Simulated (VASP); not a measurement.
# Si2Mo (P6_222) in VASP: a series of runs

Si2Mo is run at these levels: PBE, r2SCAN; tasks: single point.

All numbers are computed with VASP 6.6.1; they aren't measurements. Logs are shortened: lines on timing, memory, paths and dates and some standing lists are left out, and cuts for length are marked.

**1. The cell of the first run**

It takes space group P6_222 (No. 180, hexagonal). The conventional cell has a = 4.584 Å, b = 4.584 Å, c = 6.577 Å, α = 90.00°, β = 90.00°, γ = 120.00°. Within 3.4 Å of Si (site symmetry 2) lie 9 Si at 2.55 to 3.20 Å and 5 Mo at 2.57 to 2.67 Å. Within 3.4 Å of Mo (site symmetry 222) lie 10 Si at 2.57 to 2.67 Å and 4 Mo at 3.17 Å.

**2. Single point, PBE**

INCAR reads:

```
PREC = Accurate ; ENCUT = 520
EDIFF = 1E-6 ; ISMEAR = -1
SIGMA = 0.02 ; LREAL = F
LASPH = T ; NELM = 80
ALGO = Normal ; ISIF = 2
LWAVE = F ; LCHARG = T
GGA = PE ; LELF = T
LVHAR = T ; NBANDS = 43
```

KPOINTS reads:

```
regular mesh
0
Gamma
  6 6 4
```

POSCAR reads:

```
Si2Mo
1.0
    4.5840216858      0.0000000000      0.0000000000
   -2.2920108429      3.9698792314      0.0000000000
    0.0000000000      0.0000000000      6.5770742356
Si Mo
6 3
Direct
    0.1638644045      0.8361355955      0.8333333333
    0.3277288089      0.1638644045      0.1666666667
    0.8361355955      0.6722711911      0.5000000000
    0.8361355955      0.1638644045      0.8333333333
    0.6722711911      0.8361355955      0.1666666667
    0.1638644045      0.3277288089      0.5000000000
    0.5000000000      0.0000000000      0.5000000000
    0.0000000000      0.5000000000      0.1666666667
    0.5000000000      0.5000000000      0.8333333333
```

Potentials or basis: VASP PAW PBE potentials, release 64 (Si, Mo_sv).

On the command line:

```
> cat potpaw_PBE.64/Si/POTCAR potpaw_PBE.64/Mo_sv/POTCAR > POTCAR
> mpirun -np 1 vasp_std > vasp.out
```

OUTCAR:

```text
PREC = Accurate
   ENCUT = 520
   EDIFF = 1E-6
   ISMEAR = -1
   LREAL = F
   LASPH = T
   NELM = 80
   ISIF = 2
   GGA = PE

 ion  position               nearest neighbor table
   1  0.164  0.836  0.833-   3 2.55   2 2.55   7 2.57   8 2.57   4 2.60   9 2.64   9 2.64   9 2.67
                             4 2.67   4 2.67   6 3.14   5 3.14
   2  0.328  0.164  0.167-   6 2.55   1 2.55   7 2.57   9 2.57   5 2.60   8 2.64   8 2.64   8 2.67
                             5 2.67   5 2.67   3 3.14   4 3.14
   3  0.836  0.672  0.500-   5 2.55   1 2.55   9 2.57   8 2.57   6 2.60   7 2.64   7 2.64   7 2.67
                             6 2.67   6 2.67   4 3.14   2 3.14
   4  0.836  0.164  0.833-   6 2.55   5 2.55   7 2.57   8 2.57   1 2.60   9 2.64   9 2.64   9 2.67
                             1 2.67   1 2.67   3 3.14   2 3.14
   5  0.672  0.836  0.167-   3 2.55   4 2.55   7 2.57   9 2.57   2 2.60   8 2.64   8 2.64   8 2.67
                             2 2.67   2 2.67   6 3.14   1 3.14
   6  0.164  0.328  0.500-   2 2.55   4 2.55   9 2.57   8 2.57   3 2.60   7 2.64   7 2.64   7 2.67
                             3 2.67   3 2.67   5 3.14   1 3.14
   7  0.500  0.000  0.500-   1 2.57   4 2.57   2 2.57   5 2.57   3 2.64   6 2.64   6 2.64   3 2.64
                             6 2.67   3 2.67   8 3.17   9 3.17   9 3.17   8 3.17
   8  0.000  0.500  0.167-   3 2.57   6 2.57   4 2.57   1 2.57   5 2.64   2 2.64   2 2.64   5 2.64
                             5 2.67   2 2.67   7 3.17   7 3.17   9 3.17   9 3.17
   9  0.500  0.500  0.833-   3 2.57   6 2.57   5 2.57   2 2.57   4 2.64   1 2.64   1 2.64   4 2.64
                             1 2.67   4 2.67   7 3.17   7 3.17   8 3.17   8 3.17

  LATTYP: Found a hexagonal cell.
 ALAT       =     4.5840216858
 C/A-ratio  =     1.4347825308

  Lattice vectors:

 A1 = (   4.5840216858,   0.0000000000,   0.0000000000)
 A2 = (  -2.2920108429,   3.9698792314,   0.0000000000)
 A3 = (   0.0000000000,   0.0000000000,   6.5770742356)

Analysis of symmetry for initial positions (statically):
=====================================================================
 Subroutine PRICEL returns:
 Original cell was already a primitive cell.

 Routine SETGRP: Setting up the symmetry group for a
 hexagonal supercell.

 Subroutine GETGRP returns: Found 12 space group operations
 (whereof  4 operations were pure point group operations)
 out of a pool of 24 trial point group operations.

The static configuration has the point symmetry D_2 .
 The point group associated with its full space group is D_6 .

Analysis of symmetry for dynamics (positions and initial velocities):
=====================================================================
 Subroutine PRICEL returns:
 Original cell was already a primitive cell.

 Routine SETGRP: Setting up the symmetry group for a
 hexagonal supercell.

 Subroutine GETGRP returns: Found 12 space group operations
 (whereof  4 operations were pure point group operations)
 out of a pool of 24 trial point group operations.

The dynamic configuration has the point symmetry D_2 .
 The point group associated with its full space group is D_6 .

 Subroutine INISYM returns: Found 12 space group operations
 (whereof  4 operations are pure point group operations),
 and found     1 'primitive' translations

----------------------------------------------------------------------------------------

                                     Primitive cell

  volume of cell :     119.6897

  direct lattice vectors                    reciprocal lattice vectors
     4.584021686  0.000000000  0.000000000     0.218149055  0.125948416  0.000000000
    -2.292010843  3.969879231  0.000000000     0.000000000  0.251896832  0.000000000
     0.000000000  0.000000000  6.577074236     0.000000000  0.000000000  0.152043289

  length of vectors
     4.584021686  4.584021686  6.577074236     0.251896832  0.251896832  0.152043289

  position of ions in fractional coordinates (direct lattice)
     0.163864405  0.836135595  0.833333333
     0.327728809  0.163864405  0.166666667
     0.836135595  0.672271191  0.500000000
     0.836135595  0.163864405  0.833333333
     0.672271191  0.836135595  0.166666667
     0.163864405  0.327728809  0.500000000
     0.500000000  0.000000000  0.500000000
     1.000000000  0.500000000  0.166666667
     0.500000000  0.500000000  0.833333333

  ion indices of the primitive-cell ions
   primitive index   ion index
                 1           1
                 2           2
                 3           3
                 4           4
                 5           5
                 6           6
                 7           7
                 8           8
                 9           9

----------------------------------------------------------------------------------------

 KPOINTS: regular mesh

Automatic generation of k-mesh.
 Grid dimensions read from file:
 generate k-points for:    6    6    4

 Generating k-lattice:

  Cartesian coordinates                     Fractional coordinates (reciprocal lattice)
     0.036358176  0.020991403  0.000000000     0.166666667 -0.000000000  0.000000000
     0.000000000  0.041982805  0.000000000     0.000000000  0.166666667  0.000000000
     0.000000000  0.000000000  0.038010822     0.000000000  0.000000000  0.250000000

  Length of vectors
     0.041982805  0.041982805  0.038010822

  Shift w.r.t. Gamma in fractional coordinates (k-lattice)
     0.000000000  0.000000000  0.000000000

 Subroutine IBZKPT returns following result:
 ===========================================

 Found     21 irreducible k-points:

 Following reciprocal coordinates:
            Coordinates               Weight
  0.000000  0.000000  0.000000      1.000000
  0.166667  0.000000  0.000000      6.000000
  0.333333  0.000000  0.000000      6.000000
  0.500000  0.000000  0.000000      3.000000
  0.166667  0.166667  0.000000      6.000000
  0.333333  0.166667  0.000000     12.000000
[... 13 lines left out ...]
  0.333333  0.166667  0.500000     12.000000
  0.333333  0.333333  0.500000      2.000000
   k-points           NKPTS =     21   k-points in BZ     NKDIM =     21   number of bands    NBANDS=     43
   number of dos      NEDOS =    301   number of ions     NIONS =      9
   total plane-waves  NPLWV =  64800
   dimension x,y,z NGX =    36 NGY =   36 NGZ =   50
   dimension x,y,z NGXF=    72 NGYF=   72 NGZF=  100
   ions per type =               6   3
   NGX,Y,Z   is equivalent  to a cutoff of  13.06, 13.06, 12.64 a.u.
   NGXF,Y,Z  is equivalent  to a cutoff of  26.11, 26.11, 25.28 a.u.
 SYSTEM =  unknown system
   PREC   = accura    normal or accurate (medium, high low for compatibility)
   ISTART =      0    job   : 0-new  1-cont  2-samecut
   ICHARG =      2    charge: 1-file 2-atom 10-const
   ISPIN  =      1    spin polarized calculation?
   LNONCOLLINEAR =      F non collinear calculations
   LSORBIT =      F    spin-orbit coupling
   LASPH  =      T    aspherical Exc in radial PAW
   ENCUT  =  520.0 eV  38.22 Ry    6.18 a.u.   8.52  8.52 12.23*2*pi/ulx,y,z
   NELM   =     80;   NELMIN=  2; NELMDL= -5     # of ELM steps
   EDIFF  = 0.1E-05   stopping-criterion for ELM
   LREAL  =      F    real-space projection
   EDIFFG = 0.1E-04   stopping-criterion for IOM
   NSW    =      0    number of steps for IOM
   IBRION =     -1    ionic relax: 0-MD 1-quasi-New 2-CG
   NFREE  =      0    steps in history (QN), initial steepest desc. (CG)
   ISIF   =      2    stress and relaxation
   ISYM   =      2    0-nonsym 1-usesym 2-fastsym
   POTIM  = 0.5000    time-step for ionic-motion
   TEBEG  =    0.0;   TEEND  =   0.0 temperature during run
   PSTRESS=    0.0 pullay stress
   NELECT =      66.0000    total number of electrons
   NUPDOWN=      -1.0000    fix difference up-down
   EMIN   =  10.00;   EMAX   =-10.00  energy-range for DOS
   EFERMI =   0.00;   METHOD = LEGACY
   ISMEAR =    -1;   SIGMA  =   0.02  broadening in eV -4-tet -1-fermi 0-gaus
   EFERMI_NEDOS =   21; number of points for ismear=-14 and -15
   IALGO  =     38    algorithm
   IMIX   =      4    mixing-type and parameters
     AMIX     =   0.40;   BMIX     =  1.00
     AMIX_MAG =   1.60;   BMIX_MAG =  1.00
  volume/ion in A,a.u.               =      13.30        89.75
  Fermi-wavevector in a.u.,A,eV,Ry     =   1.342468  2.536896 24.520692  1.802220
  Thomas-Fermi vector in A             =   2.470619
   LORBIT       =      0    0 simple, 1 ext, 2 COOP (PROOUT), +10 PAW based schemes
   GGA     = PE    functional components
[... 5 lines left out ...]
 non-spin polarized calculation
  energy-cutoff  :      520.00
  volume of cell :      119.69
 maximum number of plane-waves:      3300
 NGX is ok and might be reduce to    36
   NGX = 17   NGY = 17   NGZ = 25

 number of electron      65.9999996 magnetization

 Free energy of the ion-electron system (eV)
  ---------------------------------------------------
  ext. energy  EPLUGINS =         0.00000000
  ---------------------------------------------------
  free energy    TOTEN  =       -69.51063188 eV

  energy without entropy =      -69.50974449  energy(sigma->0) =      -69.51018819

 E-fermi :  12.9592     XC(G=0): -12.4650

 val. band max:       12.9343723617   @ k =   0.5000   0.0000   0.5000
 cond. band min:      12.9839783524   @ k =   0.5000   0.0000   0.0000
 fundamental gap:      0.0496059907
 Fermi energy:        12.9591753504

 k-point     1 :       0.0000    0.0000    0.0000
  band No.  band energies     occupation
      1     -48.2114      2.00000
      2     -48.1808      2.00000
      3     -48.1808      2.00000
      4     -22.4566      2.00000
      5     -22.4530      2.00000
      6     -22.4530      2.00000
[... 35 lines left out ...]
     42      15.9065      0.00000
     43      16.3861      0.00000

 k-point     2 :       0.1667    0.0000    0.0000
  band No.  band energies     occupation
      1     -48.2095      2.00000
      2     -48.1826      2.00000
      3     -48.1808      2.00000
      4     -22.4840      2.00000
      5     -22.4658      2.00000
      6     -22.4481      2.00000
[... 866 lines left out ...]
 k-point    21 :       0.3333    0.3333    0.5000
  band No.  band energies     occupation
      1     -48.2006      2.00000
      2     -48.1858      2.00000
      3     -48.1858      2.00000
      4     -22.4999      2.00000
      5     -22.4911      2.00000
      6     -22.4911      2.00000
[... 35 lines left out ...]
     42      16.1844      0.00000
     43      16.3916      0.00000

------------------------ aborting loop because EDIFF is reached ----------------------------------------

  FORCE on cell =-STRESS in cart. coord.  units (eV):
  Direction    XX          YY          ZZ          XY          YZ          ZX
  --------------------------------------------------------------------------------------
  -------------------------------------------------------------------------------------
  Total        2.9576841      2.9576841      2.8889159     -0.0000000     -0.0000000      0.0000000
  in kB       39.5918386     39.5918386     38.6713001     -0.0000000     -0.0000000      0.0000000
  external PRESSURE =      39.2849924 kB  Pullay stress =       0.0000000 kB

 VOLUME and BASIS-vectors are now :
 -----------------------------------------------------------------------------
  energy-cutoff  :      520.00
  volume of cell :      119.69
      direct lattice vectors                 reciprocal lattice vectors
     4.584021686  0.000000000  0.000000000     0.218149055  0.125948416  0.000000000
    -2.292010843  3.969879231  0.000000000     0.000000000  0.251896832  0.000000000
     0.000000000  0.000000000  6.577074236     0.000000000  0.000000000  0.152043289

 POSITION                                       TOTAL-FORCE (eV/Angst)
 -----------------------------------------------------------------------------------
     -1.16527      3.31936      5.48090         0.005019     -0.002898      0.000000
      1.12674      0.65052      1.09618         0.005019      0.002898      0.000000
      2.29201      2.66884      3.28854        -0.000000     -0.005795      0.000000
      3.45728      0.65052      5.48090        -0.005019      0.002898      0.000000
      1.16527      3.31936      1.09618        -0.005019     -0.002898      0.000000
      0.00000      1.30104      3.28854        -0.000000      0.005795      0.000000
      2.29201      0.00000      3.28854        -0.000000     -0.000000      0.000000
     -1.14601      1.98494      1.09618        -0.000000     -0.000000     -0.000000
      1.14601      1.98494      5.48090        -0.000000      0.000000      0.000000
 -----------------------------------------------------------------------------------
    total drift:                               -0.000000     -0.000000      0.000001

  FREE ENERGIE OF THE ION-ELECTRON SYSTEM (eV)
  ---------------------------------------------------
  free  energy   TOTEN  =       -69.5106318825 eV

  energy  without entropy=      -69.5097444904  energy(sigma->0) =      -69.51018819
```

It took 96 s on 1 thread of AMD EPYC 9R14 (Zen 4), shared host; peak memory 0.25 GiB.

Results:

| Property | Result |
| --- | --- |
| Free energy | -69.5106 eV |
| Pressure | 3.9 GPa |
| Largest force | 0.006 eV/Å |
| Band gap on the k mesh | 0.05 eV, indirect (least direct gap 0.54 eV) |

Forces on the atoms (eV/Å):
```
Si   0.005 -0.003  0.000
Si   0.005  0.003  0.000
Si   0.000 -0.006  0.000
Si  -0.005  0.003  0.000
Si  -0.005 -0.003  0.000
Si   0.000  0.006  0.000
Mo   0.000  0.000  0.000
Mo   0.000  0.000  0.000
Mo   0.000  0.000  0.000
```

Stress tensor (GPa, compression positive):
```
3.96 0.00 0.00
0.00 3.96 0.00
0.00 0.00 3.87
```

(Part 1 of 2 ends here.)
